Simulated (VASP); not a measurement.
**Pt: single point with PBEsol**

The system is Pt.

```
Pt
1.0
    -1.60006    1.58422    1.58422
     1.60006   -1.58422    1.58422
     1.60006    1.58422   -1.58422
Pt
1
Direct
  0.00000 0.00000 0.00000
```

This cell differs from its parent crystal: strain +0.0100 x Voigt [1, 0, 0, 0, 0, 0].

* Program: VASP 6.6.1
* Task: single point
* Functional: PBEsol
* Potentials or basis: VASP PAW PBE potentials, release 64 (Pt)
* Cutoff: 520 eV
* k mesh: 22 × 22 × 22
* Occupations: gaussian, width 0.15 eV
* Spin: no spin polarisation
* Dipole correction: no
* Further INCAR settings: ALGO = Fast; EDIFF = 1e-07; NBANDS = 11

- Pressure: -13.4 GPa
- Band gap on the k mesh: zero (bands 5 and 6 overlap by 2.05 eV)

Stress tensor (GPa, compression positive):
```
-12.73   0.00   0.00
  0.00 -13.66   0.00
  0.00   0.00 -13.66
```

Levels at points of the mesh, in eV from the Fermi level:
```tsv
k point	band 1	band 2	band 3	band 4	band 5	band 6	band 7	band 8	band 9	band 10
(0.00, 0.00, 0.00)	-9.38	-3.41	-3.41	-3.33	-0.98	-0.88	16.98	17.17	17.17	26.85
(0.50, 0.00, 0.00)	-6.41	-4.83	-1.05	-0.59	0.32	1.05	6.20	13.17	15.52	24.13
(0.00, 0.50, 0.00)	-6.42	-4.74	-1.16	-0.63	0.25	1.03	6.11	13.28	15.76	23.86
(0.50, 0.50, 0.50)	-5.90	-5.90	0.51	0.54	0.54	7.39	7.69	7.69	12.49	18.68
```

Wall time 58 s on 1 thread of Intel(R) Xeon(R) Platinum 8559C (Emerald Rapids) (shared host), peak memory 0.25 GiB.

Caveat: the cell differs from its parent crystal (strain +0.0100 x Voigt [1, 0, 0, 0, 0, 0]); the cell stands under tension; the PAW data sets were made with another functional, which shifts forces and pressure a little; spin-orbit coupling is left out, which moves the levels of the heavy elements.
